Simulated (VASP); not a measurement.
TaN: single point with PBE+U

The system is TaN.

```
Ta N
1.0
     5.19600    0.00000    0.00000
    -2.59800    4.49987    0.00000
     0.00000    0.00000    2.91100
Ta N
3 3
Direct
  0.33333 0.66667 0.50000
  0.66667 0.33333 0.50000
  0.00000 0.00000 0.00000
  0.39285 0.00000 0.00000
  0.60715 0.60715 0.00000
  0.00000 0.39285 0.00000
```

```yaml
Program: VASP 6.6.1
Task: single point
Functional: PBE
Potentials_or_basis: VASP PAW PBE potentials, release 64 (Ta_pv, N)
Cutoff: 520 eV
k_mesh: 4 × 4 × 6
Occupations: gaussian, width 0.05 eV
Spin: collinear spin
Starting_moments: "[0.0, 0.0, -0.02, 0.0, 0.0, 0.0] μB"
Hubbard_terms: Ta d U = 6.0 eV
```

* Pressure: 24.6 GPa
* Largest force: 0.415 eV/Å
* Band gap on the k mesh: zero (filled and empty bands overlap)
* Net moment: 0.00 μB per cell
* Valence electrons inside the program's atomic spheres: Ta 8.75, 8.79; N 3.85

Forces on the atoms (eV/Å):
```
Ta   0.000  0.000  0.000
Ta   0.000  0.000  0.000
Ta   0.000  0.000  0.000
N    0.415  0.000  0.000
N   -0.208 -0.360  0.000
N   -0.208  0.360  0.000
```

Stress tensor (GPa, compression positive):
```
23.41  0.00  0.00
 0.00 23.41  0.00
 0.00  0.00 26.97
```

Levels at points of the mesh, in eV from the Fermi level:
Spin up:
| k point | band 22 | band 23 | band 24 | band 25 | band 26 | band 27 |
| --- | --- | --- | --- | --- | --- | --- |
| (0.00, 0.00, 0.00) | -3.86 | -2.24 | -0.96 | -0.96 | 0.92 | 0.92 |
| (0.50, 0.00, 0.00) | -4.18 | -3.20 | -2.77 | 1.12 | 1.88 | 2.20 |
| (0.00, 0.00, 0.50) | -2.95 | -2.95 | 1.58 | 2.15 | 2.15 | 2.20 |
| (0.50, 0.00, 0.50) | -3.36 | -2.30 | -0.89 | 0.55 | 1.35 | 3.24 |
Spin down:
```tsv
k point	band 21	band 22	band 23	band 24	band 25	band 26	band 27	band 28
(0.00, 0.00, 0.00)	-4.70	-3.86	-2.24	-0.96	-0.96	0.92	0.92	1.65
(0.50, 0.00, 0.00)	-4.34	-4.18	-3.20	-2.77	1.12	1.88	2.20	2.44
(0.00, 0.00, 0.50)	-4.73	-2.95	-2.95	1.58	2.15	2.15	2.20	2.20
(0.50, 0.00, 0.50)	-4.26	-3.36	-2.30	-0.89	0.55	1.35	3.24	3.39
```

Eigenvalues of the final occupation matrices:
```
    site  spin  trace               eigenvalues
site 1 d     1   1.10  0.20 0.20 0.21 0.21 0.28
site 1 d     2   1.10  0.20 0.20 0.21 0.21 0.28
site 2 d     1   1.10  0.20 0.20 0.21 0.21 0.28
site 2 d     2   1.10  0.20 0.20 0.21 0.21 0.28
site 3 d     1   1.11  0.17 0.17 0.22 0.22 0.33
site 3 d     2   1.11  0.17 0.17 0.22 0.22 0.33
```

It took 61 s on 1 thread of AMD EPYC 9R45 96-Core Processor (Zen 5) (shared host), peak memory 0.21 GiB.

Caveat: spin-orbit coupling is left out, which moves the levels of the heavy elements.
